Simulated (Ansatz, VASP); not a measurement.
## One calculation of MgS, two programs

INCAR

```
  ALGO = Normal
  EDIFF = 1E-7
  ENCUT = 520
  GGA = PS
  ISIF = 2
  ISMEAR = 0
  LASPH = T
  LCHARG = F
  LREAL = F
  LWAVE = F
  NBANDS = 11
  NELM = 80
  PREC = Accurate
  SIGMA = 0.05
```

KPOINTS

```
k-points
0
Gamma
  8 8 8
```

The input POSCAR:

```
MgS
1.0
    0.0000000000      2.6406747500      2.6796995000
    2.6406747500      0.0000000000      2.6796995000
    2.6406747500      2.6406747500      0.0000000000
Mg S
1 1
Direct
    0.0000000000      0.0000000000      0.0000000000
    0.5000000000      0.5000000000      0.5000000000
```

Input for Ansatz:

```yaml
crystal:
  lattice:
    - [0.0, 2.64067475, 2.6796995]
    - [2.64067475, 0.0, 2.6796995]
    - [2.64067475, 2.64067475, 0.0]
  atoms:
    - { symbol: Mg, position: [0.0, 0.0, 0.0] }
    - { symbol: S, position: [0.5, 0.5, 0.5] }
basis:
  ecutwfc: 420
kpoints:
  mp_grid: { grid: [8, 8, 8] }
hamiltonian:
  xc: pbesol
scf:
  occupations: { method: gaussian, width: 0.05 }
output:
  forces: true
  stress: true
  eigenvalues: true
```

Change from the starting cell: strain +0.015 along x and y, +0.030 along z, atoms carried along.

Alike in both runs: task single point; functional PBEsol; k mesh 8 × 8 × 8; occupations gaussian, width 0.05 eV; no spin polarisation.

```csv
,VASP,Ansatz
version,VASP 6.6.1,Ansatz 0.2.0
potentials or method,"VASP PAW PBE potentials, release 64 (Mg, S), cutoff 520 eV","scalar-relativistic, plane waves, PAW"
valence electrons in the cell,8,16
```

```tsv
	VASP	Ansatz	Ansatz less VASP
gap on the k mesh at the Fermi level (eV)	2.52	2.52	+0.002
least direct gap on the mesh (eV)	3.11	3.11	+0.003
pressure (GPa)	-5.0	-4.8	+0.20
traceless stress, the component that is largest in VASP (GPa)	-0.69	-0.70	-0.006
```

VASP's potentials were made for PBE, not for PBEsol. With one functional, cell and mesh, what is left measures potentials, basis and numerics. VASP's potentials hold 8 valence electrons a cell and Ansatz's 16, so a difference there can come from the potentials and not from the codes.
